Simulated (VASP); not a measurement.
Write the native input for VASP 6.6.1 that does the following.

- Task: single point
- Functional: PBEsol
- Potentials or basis: VASP PAW PBE potentials, release 64 (Cu)
- Cutoff: 600 eV
- k mesh: 12 × 12 × 11
- Occupations: methfessel-paxton, width 0.1 eV
- Spin: no spin polarisation
- Dipole correction: no
- Further INCAR settings: ALGO = Normal; EDIFF = 1e-06; NBANDS = 18

The structure of Cu lies in POSCAR:

```
Cu
1.0
    1.2184650000     -3.9763800000      0.0000000000
    1.2184650000      3.9763800000      0.0000000000
    0.0000000000      0.0000000000      2.4755000000
Cu
2
Direct
    0.1338700000      0.8661300000      0.2500000000
    0.8661300000      0.1338700000      0.7500000000
```

One way to write it, as run:

INCAR

```
PREC     = Accurate       # precision mode
ENCUT    = 600            # plane-wave cutoff, eV
EDIFF    = 1E-6           # SCF threshold, eV
ISMEAR   = 1              # smearing method
SIGMA    = 0.1            # smearing width, eV
LREAL    = F              # projectors in reciprocal space
LASPH    = T              # aspherical terms in the spheres
NELM     = 120            # most SCF steps
ALGO     = Normal         # electronic algorithm
ISIF     = 2              # what is computed and relaxed
LWAVE    = F              # write WAVECAR
LCHARG   = F              # write CHGCAR
GGA      = PS             # functional
NBANDS   = 18             # bands
GGA_COMPAT= F
```

KPOINTS

```
Automatic mesh
0
Gamma
  12 12 11
```

Potentials or basis: VASP PAW PBE potentials, release 64 (Cu).

The run is started by

```bash
$ cat potpaw_PBE.64/Cu/POTCAR > POTCAR
$ mpirun -np 1 vasp_std > vasp.out
```

It gave:

```yaml
Pressure: -0.7 GPa
Band_gap_on_the_k_mesh: zero (bands 11 and 12 overlap by 5.08 eV)
```

Caveat: the PAW data sets were made with another functional, which shifts forces and pressure a little.

Wall time 72 s on 1 thread of Intel Xeon 8259CL (shared host), peak memory 0.25 GiB.
